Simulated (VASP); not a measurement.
Here is a VASP 6.6.1 calculation.

File INCAR:

```
SYSTEM = B3N2
PREC = Accurate
ENCUT = 520
EDIFF = 1E-6
ISMEAR = 0
SIGMA = 0.1
LREAL = .FALSE.
LASPH = .TRUE.
NELM = 100
ALGO = Normal
ISIF = 2
LWAVE = .FALSE.
LCHARG = .FALSE.
GGA = PE
NBANDS = 18
```

Contents of KPOINTS:

```
Automatic mesh
0
G
  18 18 18
  0 0 0
```

POSCAR

```
B3N2
1.0
    1.2351273327      0.7131010980      5.3910423702
   -1.2351273327      0.7131010980      5.3910423702
    0.0000000000     -1.4262021961      5.3910423702
B N
3 2
Direct
    0.0000000000      0.0000000000      0.0000000000
    0.2097547918      0.2097547918      0.2097547918
    0.7902452082      0.7902452082      0.7902452082
    0.3973900936      0.3973900936      0.3973900936
    0.6026099064      0.6026099064      0.6026099064
```

Potentials or basis: VASP PAW PBE potentials, release 64 (B, N).

Launch:

```bash
$ cat potpaw_PBE.64/B/POTCAR potpaw_PBE.64/N/POTCAR > POTCAR
$ mpirun -np 1 vasp_std > vasp.out
```

Task: Estimate the pressure.

Result: -0.1 GPa.

Forces in eV/Å, atoms in the order of the input:
```
B    0.000  0.000  0.000
B    0.000  0.000  0.001
B    0.000  0.000 -0.001
N    0.000  0.000  0.003
N    0.000  0.000 -0.003
```
